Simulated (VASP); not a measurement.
# Li2O (km) (Fm-3m) in VASP: single point with PBEsol

Aim: the single point of Li2O (km) with PBEsol.

Everything below comes from runs of VASP 6.6.1. Logs are shortened: lines on timing, memory, paths and dates and some standing lists are left out, and cuts for length are marked.

### Step 1. The cell of the first run

Symmetry: Fm-3m, No. 225, cubic system. The conventional cell has a = 4.578 Å, b = 4.578 Å, c = 4.578 Å, α = 90.00°, β = 90.00°, γ = 90.00°. Li (site symmetry -43m) has 4 O at 1.98 Å and 6 Li at 2.29 Å within 2.6 Å. O (site symmetry m-3m) has 8 Li at 1.98 Å within 2.6 Å.

### Step 2. Single point, PBEsol

The input, INCAR:

```
ALGO = Normal
EDIFF = 1E-6
ENCUT = 750
GGA = PS
GGA_COMPAT = F
ISIF = 2
ISMEAR = 0
LASPH = T
LCHARG = F
LREAL = F
LWAVE = F
NBANDS = 13
NELM = 120
PREC = Accurate
SIGMA = 0.02
```

The input, KPOINTS:

```
k-points
0
Gamma
  6 6 6
```

The input, POSCAR:

```
Li2O
1.0
    0.0000000000      2.2890547227      2.2890547227
    2.2890547227      0.0000000000      2.2890547227
    2.2890547227      2.2890547227      0.0000000000
Li O
2 1
Direct
    0.2500000000      0.2500000000      0.2500000000
    0.7500000000      0.7500000000      0.7500000000
    0.0000000000      0.0000000000      0.0000000000
```

Potentials or basis: VASP PAW PBE potentials, release 64 (Li_sv, O).

Run with:

```
cat potpaw_PBE.64/Li_sv/POTCAR potpaw_PBE.64/O/POTCAR > POTCAR
mpirun -np 1 vasp_std > vasp.out
```

OUTCAR:

```text
EDIFF = 1E-6
   ENCUT = 750
   GGA = PS
   ISIF = 2
   ISMEAR = 0
   LASPH = T
   LREAL = F
   NELM = 120
   PREC = Accurate

 ion  position               nearest neighbor table
   1  0.250  0.250  0.250-   3 1.98   3 1.98   3 1.98   3 1.98   2 2.29   2 2.29   2 2.29   2 2.29
                             2 2.29   2 2.29
   2  0.750  0.750  0.750-   3 1.98   3 1.98   3 1.98   3 1.98   1 2.29   1 2.29   1 2.29   1 2.29
                             1 2.29   1 2.29
   3  0.000  0.000  0.000-   1 1.98   2 1.98   2 1.98   2 1.98   2 1.98   1 1.98   1 1.98   1 1.98

  LATTYP: Found a face centered cubic cell.
 ALAT       =     4.5781094454

  Lattice vectors:

 A1 = (   0.0000000000,   2.2890547227,   2.2890547227)
 A2 = (   2.2890547227,   0.0000000000,   2.2890547227)
 A3 = (   2.2890547227,   2.2890547227,   0.0000000000)

Analysis of symmetry for initial positions (statically):
=====================================================================
 Subroutine PRICEL returns:
 Original cell was already a primitive cell.

 Routine SETGRP: Setting up the symmetry group for a
 face centered cubic supercell.

 Subroutine GETGRP returns: Found 48 space group operations
 (whereof 48 operations were pure point group operations)
 out of a pool of 48 trial point group operations.

The static configuration has the point symmetry O_h .

Analysis of symmetry for dynamics (positions and initial velocities):
=====================================================================
 Subroutine PRICEL returns:
 Original cell was already a primitive cell.

 Routine SETGRP: Setting up the symmetry group for a
 face centered cubic supercell.

 Subroutine GETGRP returns: Found 48 space group operations
 (whereof 48 operations were pure point group operations)
 out of a pool of 48 trial point group operations.

The dynamic configuration has the point symmetry O_h .

 Subroutine INISYM returns: Found 48 space group operations
 (whereof 48 operations are pure point group operations),
 and found     1 'primitive' translations

----------------------------------------------------------------------------------------

                                     Primitive cell

  volume of cell :      23.9882

  direct lattice vectors                    reciprocal lattice vectors
     0.000000000  2.289054723  2.289054723    -0.218430776  0.218430776  0.218430776
     2.289054723  0.000000000  2.289054723     0.218430776 -0.218430776  0.218430776
     2.289054723  2.289054723  0.000000000     0.218430776  0.218430776 -0.218430776

  length of vectors
     3.237212234  3.237212234  3.237212234     0.378333202  0.378333202  0.378333202

  position of ions in fractional coordinates (direct lattice)
     0.250000000  0.250000000  0.250000000
     0.750000000  0.750000000  0.750000000
     0.000000000  0.000000000  0.000000000

  ion indices of the primitive-cell ions
   primitive index   ion index
                 1           1
                 2           2
                 3           3

----------------------------------------------------------------------------------------

 KPOINTS: k-points

Automatic generation of k-mesh.
 Grid dimensions read from file:
 generate k-points for:    6    6    6

 Generating k-lattice:

  Cartesian coordinates                     Fractional coordinates (reciprocal lattice)
    -0.036405129  0.036405129  0.036405129     0.166666667  0.000000000  0.000000000
     0.036405129 -0.036405129  0.036405129     0.000000000  0.166666667  0.000000000
     0.036405129  0.036405129 -0.036405129     0.000000000  0.000000000  0.166666667

  Length of vectors
     0.063055534  0.063055534  0.063055534

  Shift w.r.t. Gamma in fractional coordinates (k-lattice)
     0.000000000  0.000000000  0.000000000

 Subroutine IBZKPT returns following result:
 ===========================================

 Found     16 irreducible k-points:

 Following reciprocal coordinates:
            Coordinates               Weight
  0.000000  0.000000  0.000000      1.000000
  0.166667  0.000000  0.000000      8.000000
  0.333333  0.000000  0.000000      8.000000
  0.500000  0.000000  0.000000      4.000000
  0.166667  0.166667  0.000000      6.000000
  0.333333  0.166667  0.000000     24.000000
[... 8 lines left out ...]
 -0.333333  0.333333  0.166667     24.000000
 -0.333333  0.500000  0.166667     12.000000
   k-points           NKPTS =     16   k-points in BZ     NKDIM =     16   number of bands    NBANDS=     13
   number of dos      NEDOS =    301   number of ions     NIONS =      3
   total plane-waves  NPLWV =  27000
   dimension x,y,z NGX =    30 NGY =   30 NGZ =   30
   dimension x,y,z NGXF=    60 NGYF=   60 NGZF=   60
   ions per type =               2   1
   NGX,Y,Z   is equivalent  to a cutoff of  15.41, 15.41, 15.41 a.u.
   NGXF,Y,Z  is equivalent  to a cutoff of  30.81, 30.81, 30.81 a.u.
 SYSTEM =  unknown system
   PREC   = accura    normal or accurate (medium, high low for compatibility)
   ISTART =      0    job   : 0-new  1-cont  2-samecut
   ICHARG =      2    charge: 1-file 2-atom 10-const
   ISPIN  =      1    spin polarized calculation?
   LNONCOLLINEAR =      F non collinear calculations
   LSORBIT =      F    spin-orbit coupling
   LASPH  =      T    aspherical Exc in radial PAW
   ENCUT  =  750.0 eV  55.12 Ry    7.42 a.u.   7.23  7.23  7.23*2*pi/ulx,y,z
   NELM   =    120;   NELMIN=  2; NELMDL= -5     # of ELM steps
   EDIFF  = 0.1E-05   stopping-criterion for ELM
   LREAL  =      F    real-space projection
   EDIFFG = 0.1E-04   stopping-criterion for IOM
   NSW    =      0    number of steps for IOM
   IBRION =     -1    ionic relax: 0-MD 1-quasi-New 2-CG
   NFREE  =      0    steps in history (QN), initial steepest desc. (CG)
   ISIF   =      2    stress and relaxation
   ISYM   =      2    0-nonsym 1-usesym 2-fastsym
   POTIM  = 0.5000    time-step for ionic-motion
   TEBEG  =    0.0;   TEEND  =   0.0 temperature during run
   PSTRESS=    0.0 pullay stress
   NELECT =      12.0000    total number of electrons
   NUPDOWN=      -1.0000    fix difference up-down
   EMIN   =  10.00;   EMAX   =-10.00  energy-range for DOS
   EFERMI =   0.00;   METHOD = LEGACY
   ISMEAR =     0;   SIGMA  =   0.02  broadening in eV -4-tet -1-fermi 0-gaus
   EFERMI_NEDOS =   21; number of points for ismear=-14 and -15
   IALGO  =     38    algorithm
   IMIX   =      4    mixing-type and parameters
     AMIX     =   0.40;   BMIX     =  1.00
     AMIX_MAG =   1.60;   BMIX_MAG =  1.00
  volume/ion in A,a.u.               =       8.00        53.96
  Fermi-wavevector in a.u.,A,eV,Ry     =   1.299578  2.455847 22.978926  1.688903
  Thomas-Fermi vector in A             =   2.430833
   LORBIT       =      0    0 simple, 1 ext, 2 COOP (PROOUT), +10 PAW based schemes
   GGA     = PS    functional components
   LHFCALC =     F    Hartree Fock is set to
   AEXX    =    0.0000 exact exchange contribution
   IVDW    =     0    specifies the selected vdW correction
   LEPSILON=     F    determine dielectric tensor
   LRPA    =     F    only Hartree local field effects (RPA)
 non-spin polarized calculation
 Gauss-broadening in eV      SIGMA  =   0.02
  energy-cutoff  :      750.00
  volume of cell :       23.99
 maximum number of plane-waves:      1139
 NGX is ok and might be reduce to    30
   NGX = 15   NGY = 15   NGZ = 15

 number of electron      12.0000003 magnetization

 Free energy of the ion-electron system (eV)
  ---------------------------------------------------
  ext. energy  EPLUGINS =         0.00000000
  ---------------------------------------------------
  free energy    TOTEN  =       -14.75665512 eV

  energy without entropy =      -14.75665512  energy(sigma->0) =      -14.75665512

 E-fermi :   1.6485     XC(G=0): -10.0379

 val. band max:        1.3646849318   @ k =   0.0000   0.0000   0.0000
 cond. band min:       6.2375048628   @ k =   0.5000   0.5000   0.0000
 fundamental gap:      4.8728199310
 Fermi energy:         1.6485079453

 k-point     1 :       0.0000    0.0000    0.0000
  band No.  band energies     occupation
      1     -40.8547      2.00000
      2     -40.4732      2.00000
      3     -14.0331      2.00000
      4       1.3647      2.00000
      5       1.3647      2.00000
      6       1.3647      2.00000
      7       6.7187      0.00000
      8      13.3192      0.00000
      9      13.3192      0.00000
     10      13.3192      0.00000
     11      20.4777      0.00000
     12      20.4777      0.00000
     13      20.4777      0.00000

 k-point     2 :       0.1667    0.0000    0.0000
  band No.  band energies     occupation
      1     -40.8249      2.00000
      2     -40.4950      2.00000
      3     -13.9801      2.00000
      4       0.4930      2.00000
      5       1.2376      2.00000
      6       1.2376      2.00000
      7       7.4247      0.00000
      8      13.3497      0.00000
      9      13.6636      0.00000
     10      13.6636      0.00000
     11      18.6643      0.00000
     12      18.6643      0.00000
     13      21.4191      0.00000

 k-point     3 :       0.3333    0.0000    0.0000
  band No.  band energies     occupation
      1     -40.7470      2.00000
      2     -40.5570      2.00000
      3     -13.8654      2.00000
      4      -0.9084      2.00000
      5       1.0054      2.00000
      6       1.0054      2.00000
      7       8.9899      0.00000
      8      12.7218      0.00000
      9      13.7027      0.00000
     10      13.7027      0.00000
     11      18.5288      0.00000
     12      18.5288      0.00000
     13      23.3918      0.00000

 k-point     4 :       0.5000    0.0000    0.0000
  band No.  band energies     occupation
      1     -40.6486      2.00000
      2     -40.6472      2.00000
      3     -13.8027      2.00000
      4      -1.5125      2.00000
      5       0.8991      2.00000
      6       0.8991      2.00000
      7      10.6263      0.00000
      8      11.3552      0.00000
      9      13.4352      0.00000
     10      13.4352      0.00000
     11      19.3721      0.00000
     12      19.3721      0.00000
     13      24.5206      0.00000

 k-point     5 :       0.1667    0.1667    0.0000
  band No.  band energies     occupation
      1     -40.8171      2.00000
      2     -40.5000      2.00000
      3     -13.9644      2.00000
      4       0.7188      2.00000
      5       0.9613      2.00000
      6       0.9613      2.00000
      7       7.4019      0.00000
      8      13.6191      0.00000
      9      13.6191      0.00000
     10      14.1186      0.00000
     11      16.4264      0.00000
     12      22.2552      0.00000
     13      22.2552      0.00000
[... 129 lines left out ...]
 k-point    14 :       0.5000    0.3333    0.1667
  band No.  band energies     occupation
      1     -40.7091      2.00000
      2     -40.5832      2.00000
      3     -13.7988      2.00000
      4      -0.7361      2.00000
      5       0.1261      2.00000
      6       0.5708      2.00000
      7       8.3640      0.00000
      8      12.5131      0.00000
      9      14.8429      0.00000
     10      15.4085      0.00000
     11      16.9318      0.00000
     12      21.4683      0.00000
     13      23.8409      0.00000

 k-point    15 :      -0.3333    0.3333    0.1667
  band No.  band energies     occupation
      1     -40.6435      2.00000
      2     -40.6432      2.00000
      3     -13.7590      2.00000
      4      -0.9691      2.00000
      5       0.0677      2.00000
      6       0.2681      2.00000
      7       8.8697      0.00000
      8      11.8343      0.00000
      9      15.1243      0.00000
     10      15.3537      0.00000
     11      19.2114      0.00000
     12      19.5308      0.00000
     13      24.6686      0.00000

 k-point    16 :      -0.3333    0.5000    0.1667
  band No.  band energies     occupation
      1     -40.6727      2.00000
      2     -40.6108      2.00000
      3     -13.7478      2.00000
      4      -0.4478      2.00000
      5      -0.2210      2.00000
      6      -0.1265      2.00000
      7       7.7446      0.00000
      8      12.8017      0.00000
      9      15.3516      0.00000
     10      16.0024      0.00000
     11      18.3811      0.00000
     12      21.5276      0.00000
     13      23.6246      0.00000

------------------------ aborting loop because EDIFF is reached ----------------------------------------

  FORCE on cell =-STRESS in cart. coord.  units (eV):
  Direction    XX          YY          ZZ          XY          YZ          ZX
  --------------------------------------------------------------------------------------
  -------------------------------------------------------------------------------------
  Total        0.0299946      0.0299946      0.0299946      0.0000000     -0.0000000      0.0000000
  in kB        2.0033451      2.0033451      2.0033451      0.0000000     -0.0000000      0.0000000
  external PRESSURE =       2.0033451 kB  Pullay stress =       0.0000000 kB

 VOLUME and BASIS-vectors are now :
 -----------------------------------------------------------------------------
  energy-cutoff  :      750.00
  volume of cell :       23.99
      direct lattice vectors                 reciprocal lattice vectors
     0.000000000  2.289054723  2.289054723    -0.218430776  0.218430776  0.218430776
     2.289054723  0.000000000  2.289054723     0.218430776 -0.218430776  0.218430776
     2.289054723  2.289054723  0.000000000     0.218430776  0.218430776 -0.218430776

 POSITION                                       TOTAL-FORCE (eV/Angst)
 -----------------------------------------------------------------------------------
      1.14453      1.14453      1.14453         0.000000      0.000000     -0.000000
      3.43358      3.43358      3.43358        -0.000000     -0.000000      0.000000
      0.00000      0.00000      0.00000         0.000000      0.000000      0.000000
 -----------------------------------------------------------------------------------
    total drift:                                0.000000     -0.000000      0.000000

  FREE ENERGIE OF THE ION-ELECTRON SYSTEM (eV)
  ---------------------------------------------------
  free  energy   TOTEN  =       -14.7566551226 eV

  energy  without entropy=      -14.7566551226  energy(sigma->0) =      -14.75665512
```

Run time: 5.5 s. Hardware: 1 thread of AMD EPYC 9R45 (Zen 5), shared host; peak memory 0.13 GiB.

What came out:

- Free energy: -14.7567 eV
- Pressure: 0.2 GPa
- Band gap on the k mesh: 4.87 eV, indirect (least direct gap 5.35 eV)

Caveat: the PAW data sets were made with another functional, which shifts forces and pressure a little. A hybrid or GW would open this gap; PBEsol tends to underestimate it.
